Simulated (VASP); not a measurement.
# MgO (P6_3/mmc) in VASP: further runs

MgO is run at these levels: LDA, PBEsol, r2SCAN; tasks: single point.

Program: VASP 6.6.1. These are calculated values, not measurements. Logs are shortened: lines on timing, memory, paths and dates and some standing lists are left out, and cuts for length are marked.

### 1 The cell of the first run

Symmetry: P6_3/mmc, No. 194, hexagonal system. Conventional cell: a = 3.484 Å, b = 3.484 Å, c = 4.185 Å, α = 90.00°, β = 90.00°, γ = 120.00°. Within 2.7 Å of Mg (site symmetry -6m2) lie 5 O at 2.01 to 2.09 Å. O (site symmetry -6m2) has 5 Mg at 2.01 to 2.09 Å within 2.7 Å.

### 2 Single point, LDA

Input file INCAR:

```
SYSTEM = MgO
PREC = Accurate
ENCUT = 520
EDIFF = 1E-6
ISMEAR = 0
SIGMA = 0.01
LREAL = .False.
LASPH = .True.
NELM = 100
ALGO = Normal
ISIF = 2
LWAVE = .False.
LCHARG = .False.
GGA = CA
NBANDS = 16
```

Input file KPOINTS:

```
Automatic mesh
0
Gamma
  12 12 6
  0 0 0
```

Input file POSCAR:

```
MgO
1.0
    3.4840197800      0.0000000000      0.0000000000
   -1.7420098900      3.0172496368      0.0000000000
    0.0000000000      0.0000000000      4.1853204555
Mg O
2 2
Direct
    0.3333333333      0.6666666667      0.2500000000
    0.6666666667      0.3333333333      0.7500000000
    0.6666666667      0.3333333333      0.2500000000
    0.3333333333      0.6666666667      0.7500000000
```

Potentials or basis: VASP PAW LDA potentials, release 64 (Mg, O).

Launch:

```sh
$ cat potpaw_LDA.64/Mg/POTCAR potpaw_LDA.64/O/POTCAR > POTCAR
$ mpirun -np 1 vasp_std > vasp.out
```

OUTCAR:

```text
SYSTEM = MgO
   PREC = Accurate
   ENCUT = 520
   EDIFF = 1E-6
   ISMEAR = 0
   LREAL = .False.
   LASPH = .True.
   NELM = 100
   ISIF = 2
   GGA = CA

 ion  position               nearest neighbor table
   1  0.333  0.667  0.250-   3 2.01   3 2.01   3 2.01   4 2.09   4 2.09   2 2.90   2 2.90   2 2.90
                             2 2.90   2 2.90   2 2.90
   2  0.667  0.333  0.750-   4 2.01   4 2.01   4 2.01   3 2.09   3 2.09   1 2.90   1 2.90   1 2.90
                             1 2.90   1 2.90   1 2.90
   3  0.667  0.333  0.250-   1 2.01   1 2.01   1 2.01   2 2.09   2 2.09
   4  0.333  0.667  0.750-   2 2.01   2 2.01   2 2.01   1 2.09   1 2.09

  LATTYP: Found a hexagonal cell.
 ALAT       =     3.4840197800
 C/A-ratio  =     1.2012906699

  Lattice vectors:

 A1 = (   3.4840197800,   0.0000000000,   0.0000000000)
 A2 = (  -1.7420098900,   3.0172496368,   0.0000000000)
 A3 = (   0.0000000000,   0.0000000000,   4.1853204555)

Analysis of symmetry for initial positions (statically):
=====================================================================
 Subroutine PRICEL returns:
 Original cell was already a primitive cell.

 Routine SETGRP: Setting up the symmetry group for a
 hexagonal supercell.

 Subroutine GETGRP returns: Found 24 space group operations
 (whereof 12 operations were pure point group operations)
 out of a pool of 24 trial point group operations.

The static configuration has the point symmetry D_3d.
 The point group associated with its full space group is D_6h.

Analysis of symmetry for dynamics (positions and initial velocities):
=====================================================================
 Subroutine PRICEL returns:
 Original cell was already a primitive cell.

 Routine SETGRP: Setting up the symmetry group for a
 hexagonal supercell.

 Subroutine GETGRP returns: Found 24 space group operations
 (whereof 12 operations were pure point group operations)
 out of a pool of 24 trial point group operations.

The dynamic configuration has the point symmetry D_3d.
 The point group associated with its full space group is D_6h.

 Subroutine INISYM returns: Found 24 space group operations
 (whereof 12 operations are pure point group operations),
 and found     1 'primitive' translations

----------------------------------------------------------------------------------------

                                     Primitive cell

  volume of cell :      43.9967

  direct lattice vectors                    reciprocal lattice vectors
     3.484019780  0.000000000  0.000000000     0.287024777  0.165713832  0.000000000
    -1.742009890  3.017249637  0.000000000     0.000000000  0.331427664  0.000000000
     0.000000000  0.000000000  4.185320456     0.000000000  0.000000000  0.238930331

  length of vectors
     3.484019780  3.484019780  4.185320456     0.331427664  0.331427664  0.238930331

  position of ions in fractional coordinates (direct lattice)
     0.333333333  0.666666667  0.250000000
     0.666666667  0.333333333  0.750000000
     0.666666667  0.333333333  0.250000000
     0.333333333  0.666666667  0.750000000

  ion indices of the primitive-cell ions
   primitive index   ion index
                 1           1
                 2           2
                 3           3
                 4           4

----------------------------------------------------------------------------------------

 KPOINTS: Automatic mesh

Automatic generation of k-mesh.
 Grid dimensions read from file:
 generate k-points for:   12   12    6

 Generating k-lattice:

  Cartesian coordinates                     Fractional coordinates (reciprocal lattice)
     0.023918731  0.013809486  0.000000000     0.083333333  0.000000000  0.000000000
     0.000000000  0.027618972  0.000000000     0.000000000  0.083333333  0.000000000
     0.000000000  0.000000000  0.039821722     0.000000000  0.000000000  0.166666667

  Length of vectors
     0.027618972  0.027618972  0.039821722

  Shift w.r.t. Gamma in fractional coordinates (k-lattice)
     0.000000000  0.000000000  0.000000000

 Subroutine IBZKPT returns following result:
 ===========================================

 Found     76 irreducible k-points:

 Following reciprocal coordinates:
            Coordinates               Weight
  0.000000  0.000000  0.000000      1.000000
  0.083333  0.000000  0.000000      6.000000
  0.166667  0.000000  0.000000      6.000000
  0.250000  0.000000  0.000000      6.000000
  0.333333  0.000000  0.000000      6.000000
  0.416667  0.000000  0.000000      6.000000
[... 16 lines left out ...]
  0.250000  0.000000  0.166667     12.000000
  0.333333  0.000000  0.166667     12.000000
 [... further k-points ...]
   k-points           NKPTS =     76   k-points in BZ     NKDIM =     76   number of bands    NBANDS=     16
   number of dos      NEDOS =    301   number of ions     NIONS =      4
   total plane-waves  NPLWV =  25088
   dimension x,y,z NGX =    28 NGY =   28 NGZ =   32
   dimension x,y,z NGXF=    56 NGYF=   56 NGZF=   64
   ions per type =               2   2
   NGX,Y,Z   is equivalent  to a cutoff of  13.36, 13.36, 12.71 a.u.
   NGXF,Y,Z  is equivalent  to a cutoff of  26.72, 26.72, 25.42 a.u.
 SYSTEM =  MgO
   PREC   = accura    normal or accurate (medium, high low for compatibility)
   ISTART =      0    job   : 0-new  1-cont  2-samecut
   ICHARG =      2    charge: 1-file 2-atom 10-const
   ISPIN  =      1    spin polarized calculation?
   LNONCOLLINEAR =      F non collinear calculations
   LSORBIT =      F    spin-orbit coupling
   LASPH  =      T    aspherical Exc in radial PAW
   ENCUT  =  520.0 eV  38.22 Ry    6.18 a.u.   6.48  6.48  7.78*2*pi/ulx,y,z
   NELM   =    100;   NELMIN=  2; NELMDL= -5     # of ELM steps
   EDIFF  = 0.1E-05   stopping-criterion for ELM
   LREAL  =      F    real-space projection
   EDIFFG = 0.1E-04   stopping-criterion for IOM
   NSW    =      0    number of steps for IOM
   IBRION =     -1    ionic relax: 0-MD 1-quasi-New 2-CG
   NFREE  =      0    steps in history (QN), initial steepest desc. (CG)
   ISIF   =      2    stress and relaxation
   ISYM   =      2    0-nonsym 1-usesym 2-fastsym
   POTIM  = 0.5000    time-step for ionic-motion
   TEBEG  =    0.0;   TEEND  =   0.0 temperature during run
   PSTRESS=    0.0 pullay stress
   NELECT =      16.0000    total number of electrons
   NUPDOWN=      -1.0000    fix difference up-down
   EMIN   =  10.00;   EMAX   =-10.00  energy-range for DOS
   EFERMI =   0.00;   METHOD = LEGACY
   ISMEAR =     0;   SIGMA  =   0.01  broadening in eV -4-tet -1-fermi 0-gaus
   EFERMI_NEDOS =   21; number of points for ismear=-14 and -15
   IALGO  =     38    algorithm
   IMIX   =      4    mixing-type and parameters
     AMIX     =   0.40;   BMIX     =  1.00
     AMIX_MAG =   1.60;   BMIX_MAG =  1.00
  volume/ion in A,a.u.               =      11.00        74.23
  Fermi-wavevector in a.u.,A,eV,Ry     =   1.168534  2.208209 18.578366  1.365471
  Thomas-Fermi vector in A             =   2.305019
   LORBIT       =      0    0 simple, 1 ext, 2 COOP (PROOUT), +10 PAW based schemes
   GGA     = CA    functional components
   LHFCALC =     F    Hartree Fock is set to
   AEXX    =    0.0000 exact exchange contribution
   IVDW    =     0    specifies the selected vdW correction
   LEPSILON=     F    determine dielectric tensor
   LRPA    =     F    only Hartree local field effects (RPA)
 non-spin polarized calculation
 Gauss-broadening in eV      SIGMA  =   0.01
  energy-cutoff  :      520.00
  volume of cell :       44.00
 maximum number of plane-waves:      1204
 NGX is ok and might be reduce to    28
   NGX = 13   NGY = 13   NGZ = 15

 number of electron      15.9999998 magnetization

 Free energy of the ion-electron system (eV)
  ---------------------------------------------------
  ext. energy  EPLUGINS =         0.00000000
  ---------------------------------------------------
  free energy    TOTEN  =       -26.49609641 eV

  energy without entropy =      -26.49609641  energy(sigma->0) =      -26.49609641

 E-fermi :   1.7796     XC(G=0): -10.6002

 val. band max:        1.6817073741   @ k =   0.0000   0.0000   0.0000
 cond. band min:       5.0109507465   @ k =   0.0000   0.0000   0.0000
 fundamental gap:      3.3292433724
 Fermi energy:         1.7796130664

 k-point     1 :       0.0000    0.0000    0.0000
  band No.  band energies     occupation
      1     -14.9781      2.00000
      2     -13.5088      2.00000
      3      -2.0311      2.00000
      4      -0.0774      2.00000
      5      -0.0774      2.00000
      6       0.8645      2.00000
[... 8 lines left out ...]
     15      17.0378      0.00000
     16      17.0384      0.00000

 k-point     2 :       0.0833    0.0000    0.0000
  band No.  band energies     occupation
      1     -14.9420      2.00000
      2     -13.5146      2.00000
      3      -1.9758      2.00000
      4      -0.1892      2.00000
      5      -0.1354      2.00000
      6       0.6742      2.00000
[... 8 lines left out ...]
     15      16.7083      0.00000
     16      16.7278      0.00000

 k-point     3 :       0.1667    0.0000    0.0000
  band No.  band energies     occupation
      1     -14.8380      2.00000
      2     -13.5343      2.00000
      3      -1.8138      2.00000
      4      -0.5360      2.00000
      5      -0.2739      2.00000
      6       0.3196      2.00000
[... 8 lines left out ...]
     15      16.0249      0.00000
     16      16.2470      0.00000

 k-point     4 :       0.2500    0.0000    0.0000
  band No.  band energies     occupation
      1     -14.6809      2.00000
      2     -13.5747      2.00000
      3      -1.5580      2.00000
      4      -1.0389      2.00000
      5      -0.4337      2.00000
      6       0.0347      2.00000
[... 8 lines left out ...]
     15      15.3210      0.00000
     16      16.0699      0.00000
[... 324 lines left out ...]
 k-point    22 :       0.1667    0.0000    0.1667
  band No.  band energies     occupation
      1     -14.7494      2.00000
      2     -13.6179      2.00000
      3      -1.8076      2.00000
      4      -0.4139      2.00000
      5      -0.2004      2.00000
      6       0.0947      2.00000
[... 8 lines left out ...]
     15      15.9475      0.00000
     16      16.7394      0.00000

 k-point    23 :       0.2500    0.0000    0.1667
  band No.  band energies     occupation
      1     -14.6014      2.00000
      2     -13.6402      2.00000
      3      -1.7656      2.00000
      4      -0.8315      2.00000
      5      -0.3493      2.00000
      6      -0.1362      2.00000
[... 8 lines left out ...]
     15      15.8172      0.00000
     16      16.1095      0.00000

 k-point    24 :       0.3333    0.0000    0.1667
  band No.  band energies     occupation
      1     -14.4284      2.00000
      2     -13.6854      2.00000
      3      -1.8773      2.00000
      4      -1.0294      2.00000
      5      -0.4794      2.00000
      6      -0.2848      2.00000
[... 8 lines left out ...]
     15      15.6414      0.00000
     16      15.9060      0.00000

 [... further k-points ...]
[... 5 lines left out ...]
  --------------------------------------------------------------------------------------
  -------------------------------------------------------------------------------------
  Total       -1.5524219     -1.5524219     -1.6779682      0.0000000     -0.0000000      0.0000000
  in kB      -56.5327065    -56.5327065    -61.1045765      0.0000000     -0.0000000      0.0000000
  external PRESSURE =     -58.0566632 kB  Pullay stress =       0.0000000 kB

 VOLUME and BASIS-vectors are now :
 -----------------------------------------------------------------------------
  energy-cutoff  :      520.00
  volume of cell :       44.00
      direct lattice vectors                 reciprocal lattice vectors
     3.484019780  0.000000000  0.000000000     0.287024777  0.165713832  0.000000000
    -1.742009890  3.017249637  0.000000000     0.000000000  0.331427664  0.000000000
     0.000000000  0.000000000  4.185320456     0.000000000  0.000000000  0.238930331

 POSITION                                       TOTAL-FORCE (eV/Angst)
 -----------------------------------------------------------------------------------
     -0.00000      2.01150      1.04633        -0.000000     -0.000000      0.000000
      1.74201      1.00575      3.13899        -0.000000      0.000000      0.000000
      1.74201      1.00575      1.04633        -0.000000      0.000000      0.000000
     -0.00000      2.01150      3.13899         0.000000     -0.000000      0.000000
 -----------------------------------------------------------------------------------
    total drift:                                0.000000     -0.000000      0.000000

  FREE ENERGIE OF THE ION-ELECTRON SYSTEM (eV)
  ---------------------------------------------------
  free  energy   TOTEN  =       -26.4960964067 eV

  energy  without entropy=      -26.4960964067  energy(sigma->0) =      -26.49609641
```

It took 63 s on 1 thread of Intel Xeon Platinum 8259CL at 2.50GHz (Skylake/Cascade Lake), shared host; peak memory 0.17 GiB.

What came out:

- Free energy: -26.4961 eV
- Pressure: -5.8 GPa
- Band gap on the k mesh: 3.33 eV, direct

Levels at points of the mesh, in eV from the valence-band top:
```
           k point  band 5  band 6  band 7  band 8  band 9  band 10  band 11  band 12
(0.00, 0.00, 0.00)   -1.76   -0.82   -0.82    0.00    3.33     9.22    12.04    12.27
(0.50, 0.00, 0.00)   -2.38   -2.01   -1.33   -0.53    6.82     8.91     9.64    11.84
(0.00, 0.00, 0.50)   -1.31   -1.31   -1.31   -1.31    6.33     6.33    12.63    12.63
(0.50, 0.00, 0.50)   -1.56   -1.56   -0.84   -0.84    7.14     7.14    11.76    11.76
```

A k mesh can miss the band edges. As with any semilocal functional, this LDA gap is likely too small.

(Part 1 of 2 ends here.)
